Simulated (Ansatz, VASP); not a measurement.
**HfH2 in VASP and in Ansatz**

The input INCAR:

```
  PREC = Accurate
  ENCUT = 520
  EDIFF = 1E-7
  ISMEAR = 0
  SIGMA = 0.1
  LREAL = F
  LASPH = T
  NELM = 100
  ALGO = Normal
  ISIF = 2
  LWAVE = F
  LCHARG = F
  GGA = PS
  NBANDS = 13
```

KPOINTS

```
Automatic mesh
0
Gamma
  8 8 8
```

File POSCAR:

```
HfH2
1.0
   -1.7390000000      1.7390000000      2.1805000000
    1.7390000000     -1.7390000000      2.1805000000
    1.7390000000      1.7390000000     -2.1805000000
Hf H
1 2
Direct
    0.0000000000      0.0000000000      0.0000000000
    0.7500000000      0.2500000000      0.5000000000
    0.2500000000      0.7500000000      0.5000000000
```

Input for Ansatz:

```yaml
crystal:
  lattice:
    - [-1.739, 1.739, 2.1805]
    - [1.739, -1.739, 2.1805]
    - [1.739, 1.739, -2.1805]
  atoms:
    - { symbol: Hf, position: [0.0, 0.0, 0.0] }
    - { symbol: H, position: [0.75, 0.25, 0.5] }
    - { symbol: H, position: [0.25, 0.75, 0.5] }
basis:
  ecutwfc: 420
kpoints:
  mp_grid: { grid: [8, 8, 8] }
hamiltonian:
  xc: pbesol
scf:
  occupations: { method: gaussian, width: 0.1 }
output:
  forces: true
  stress: true
  eigenvalues: true
```

Alike in both runs: task single point; functional PBEsol; k mesh 8 × 8 × 8; occupations gaussian, width 0.1 eV; no spin polarisation.

```csv
,VASP,Ansatz
version,VASP 6.6.1,Ansatz 0.2.0
potentials or method,"VASP PAW PBE potentials, release 64 (Hf_pv, H), cutoff 520 eV","scalar-relativistic, plane waves, PAW"
valence electrons in the cell,12,28
```

Ansatz gave:

* gap on the k mesh at the Fermi level (eV): none
* pressure (GPa): -5.1
* traceless stress, the component that is largest in VASP (GPa): -0.90

Task: Estimate VASP's values.

Result: gap on the k mesh at the Fermi level (eV): none; pressure (GPa): -5.8; traceless stress, the component that is largest in VASP (GPa): -0.89.

VASP's potentials were made for PBE, not for PBEsol. A gap of «none» marks a metal or a gap that the smearing closes. VASP's potentials hold 12 valence electrons a cell and Ansatz's 28, so a difference there can come from the potentials and not from the codes.

Spin-orbit coupling is off throughout.
